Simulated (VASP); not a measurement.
The system is SiC.

```
Si C
1.0
     3.07600    0.00000    0.00000
    -1.53800    2.66389    0.00000
     0.00000    0.00000    5.04800
Si C
2 2
Direct
  0.66667 0.33333 0.50000
  0.33333 0.66667 0.00000
  0.66667 0.33333 0.88500
  0.33333 0.66667 0.38500
```

```yaml
Program: VASP 6.6.1
Task: relaxation of cell and atoms
Functional: revPBE
Dispersion: D4
Potentials_or_basis: VASP PAW PBE potentials, release 64 (Si, C)
Cutoff: 600 eV
k_mesh: 10 × 10 × 5
Occupations: fermi-dirac, width 0.05 eV
Spin: no spin polarisation
```

At the start: pressure -3.3 GPa; volume 10.34 Å³/atom.

Q: Where does the relaxation end?

A: Over 8 steps the energy falls by 11.0 meV/atom and the volume is 10.17 Å³/atom (-1.7 %); space group P6_3mc (No. 186, to 0.1 Å) before and after.

Step by step:
| step | energy change (eV) | largest force (eV/Å) | pressure (GPa) | volume (Å³) |
| --- | --- | --- | --- | --- |
| 1 | 0.0000 | 0.7379 | -3.33 | 41.36 |
| 2 | -0.0082 | 0.6737 | 3.54 | 40.09 |
| 3 | -0.0409 | 0.0725 | 0.03 | 40.66 |
| 4 | -0.0409 | 0.0568 | 0.10 | 40.65 |
| 5 | -0.0437 | 0.0064 | 0.34 | 40.61 |
| 6 | -0.0438 | 0.0043 | 0.30 | 40.62 |
| 7 | -0.0438 | 0.0030 | -0.24 | 40.71 |
| 8 | -0.0438 | 0.0007 | 0.02 | 40.66 |

Final structure:
```
CELL_PARAMETERS angstrom
3.05824 0.00000 0.00000
-1.52912 2.64851 0.00000
0.00000 0.00000 5.02042
ATOMIC_POSITIONS crystal
Si 0.66667 0.33333 0.50467
Si 0.33333 0.66667 0.00467
C 0.66667 0.33333 0.88033
C 0.33333 0.66667 0.38033
```

Caveat: the PAW data sets were made with another functional, which shifts forces and pressure a little.
